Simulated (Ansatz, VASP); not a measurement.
# Two plane-wave programs on C

INCAR

```
  PREC = Accurate
  ENCUT = 520
  EDIFF = 1E-6
  ISMEAR = 0
  SIGMA = 0.15
  LREAL = False
  LASPH = True
  NELM = 80
  ALGO = Normal
  ISIF = 2
  LWAVE = False
  LCHARG = False
  GGA = PE
  NBANDS = 16
```

File KPOINTS:

```
regular mesh
0
Gamma
  18 18 6
```

File POSCAR:

```
C
1.0
    1.2332770792     -2.1360444277      0.0000000000
    1.2332770792      2.1360444277      0.0000000000
    0.0000000000      0.0000000000      8.7070252276
C
4
Direct
    0.1033232750      0.8966767250      0.7895381740
    0.5633428332      0.4366571668      0.2104617196
    0.8966767250      0.1033232750      0.2104618260
    0.4366571668      0.5633428332      0.7895382804
```

Input for Ansatz:

```yaml
crystal:
  lattice:
    - [1.2332770792, -2.1360444277, 0.0]
    - [1.2332770792, 2.1360444277, 0.0]
    - [0.0, 0.0, 8.7070252276]
  atoms:
    - { symbol: C, position: [0.103323275, 0.896676725, 0.789538174] }
    - { symbol: C, position: [0.5633428332, 0.4366571668, 0.2104617196] }
    - { symbol: C, position: [0.896676725, 0.103323275, 0.210461826] }
    - { symbol: C, position: [0.4366571668, 0.5633428332, 0.7895382804] }
basis:
  ecutwfc: 520.0
kpoints:
  mp_grid: { grid: [18, 18, 6] }
hamiltonian:
  xc: pbe
  pseudopotentials: { kind: paw, azcp: { folder: soft_1 } }
scf:
  occupations: { method: gaussian, width: 0.15 }
output:
  forces: true
  stress: true
  eigenvalues: true
```

Change from the starting cell: mode 1 frozen in at -0.085 Å and mode 6 at +0.342 Å (largest displacements).

Alike in both runs: task single point; functional PBE; k mesh 18 × 18 × 6; occupations gaussian, width 0.15 eV; no spin polarisation.

```csv
,VASP,Ansatz
version,VASP 6.6.1,Ansatz 0.2.0
potentials or method,"VASP PAW PBE potentials, release 64 (C), cutoff 520 eV","scalar-relativistic, plane waves, PAW"
valence electrons in the cell,16,16
```

VASP gave:

```
gap on the k mesh at the Fermi level (eV)                     : 0.11
least direct gap on the mesh (eV)                             : 0.11
pressure (GPa)                                                : 0.5
traceless stress, the component that is largest in VASP (GPa) : -0.07
rms of the force components (eV/Å)                            : 0.012
```

Estimate Ansatz's values.

gap on the k mesh at the Fermi level (eV): 0.11; least direct gap on the mesh (eV): 0.11; pressure (GPa): 0.1; traceless stress, the component that is largest in VASP (GPa): 0.35; rms of the force components (eV/Å): 0.012.

Atom by atom the forces differ by 0.000 eV/Å (rms over components).
